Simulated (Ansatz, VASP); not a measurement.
Two plane-wave programs on AgCl

```
Ag Cl
1.0
     4.60839    0.00000    0.00000
    -2.30419    3.99098    0.00000
     0.00000    0.00000    5.83473
Ag Cl
2 2
Cartesian
  0.0000 2.6607 -0.3630
  2.3042 1.3303 2.5543
  0.0000 2.6607 2.5511
  2.3042 1.3303 5.4684
```

Alike in both runs: task single point; functional r2SCAN; k mesh 6 × 6 × 4; no spin polarisation.

|  | VASP | Ansatz |
| --- | --- | --- |
| version | VASP 6.6.1 | Ansatz 0.2.0 |
| potentials or method | VASP PAW PBE potentials, release 64 (Ag, Cl) | plane waves, PAW |
| plane-wave cutoff (eV) | 520 | 500 |
| occupations | gaussian, width 0.01 eV | fixed |
| valence electrons in the cell | 36 | 52 |

VASP gave:

```
gap on the k mesh at the Fermi level (eV)                     : 1.81
pressure (GPa)                                                : -2.1
traceless stress, the component that is largest in VASP (GPa) : 0.15
```

**Question.** Which values does Ansatz return?

**Answer.** gap on the k mesh at the Fermi level (eV): 1.85; pressure (GPa): -2.0; traceless stress, the component that is largest in VASP (GPa): 0.12.

VASP's potentials were made for PBE, not for r2SCAN. VASP's potentials hold 36 valence electrons a cell and Ansatz's 52, so a difference there can come from the potentials and not from the codes.
